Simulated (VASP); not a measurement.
Crystal: HfSi4.

```xyz
5
Lattice="3.8742 0.0000 0.0000 -1.9371 3.3552 0.0000 0.0000 0.0000 6.5860" Properties=species:S:1:pos:R:3 pbc="T T T"
Hf    0.0000    0.0000    3.2930
Si    1.9371    0.0000    0.0000
Si   -0.9686    1.6776    0.0000
Si    0.9686    1.6776    0.0000
Si    0.0000    0.0000    0.0000
```

```yaml
Program: VASP 6.6.1
Task: relaxation of cell and atoms
Functional: PBE
Potentials_or_basis: VASP PAW PBE potentials, release 64 (Hf_pv, Si)
Cutoff: 600 eV
k_mesh: 6 × 6 × 4
Occupations: gaussian, width 0.1 eV
Spin: no spin polarisation
```

At the start: pressure 94.0 GPa; volume 17.12 Å³/atom.

How do energy, volume and symmetry change on relaxing?

Over 15 steps the energy falls by 3471.1 meV/atom and the volume is 21.10 Å³/atom (+23.3 %); space group P6/mmm (No. 191, to 0.05 Å).

Step by step:
| step | energy change (eV) | largest force (eV/Å) | pressure (GPa) | volume (Å³) |
| --- | --- | --- | --- | --- |
| 1 | 0.0000 | 0.0000 | 94.02 | 85.61 |
| 2 | -9.1038 | 0.0000 | -8.88 | 247.10 |
| 3 | -14.7019 | 0.0000 | -7.34 | 146.04 |
| 4 | -14.7420 | 0.0000 | -6.70 | 143.62 |
| 5 | -14.7695 | 0.0000 | -5.53 | 139.18 |
| 6 | -16.2732 | 0.0000 | -6.31 | 124.88 |
| 7 | -7.2622 | 0.0000 | 47.51 | 80.61 |
| 8 | -16.8685 | 0.0000 | -5.66 | 118.72 |
| 9 | -16.6808 | 0.0000 | 5.32 | 100.18 |
| 10 | -17.2782 | 0.0000 | -3.43 | 111.76 |
| 11 | -17.3236 | 0.0000 | -2.24 | 109.10 |
| 12 | -17.3240 | 0.0000 | -1.90 | 108.49 |
| 13 | -17.3476 | 0.0000 | 1.33 | 103.55 |
| 14 | -17.3542 | 0.0000 | 0.23 | 105.06 |
| 15 | -17.3553 | 0.0000 | -0.04 | 105.52 |

Final structure:
```xyz
5
Lattice="4.9736 0.0000 0.0000 -2.4868 4.3072 0.0000 0.0000 0.0000 4.9259" Properties=species:S:1:pos:R:3 pbc="T T T"
Hf   -2.4868    4.3072    2.4629
Si    2.4868    0.0000    0.0000
Si   -1.2434    2.1536    4.9259
Si    1.2434    2.1536    4.9259
Si   -2.4868    4.3072    4.9259
```

Caveat: the volume moved by over 15 % at a fixed basis, so the end points are rough.
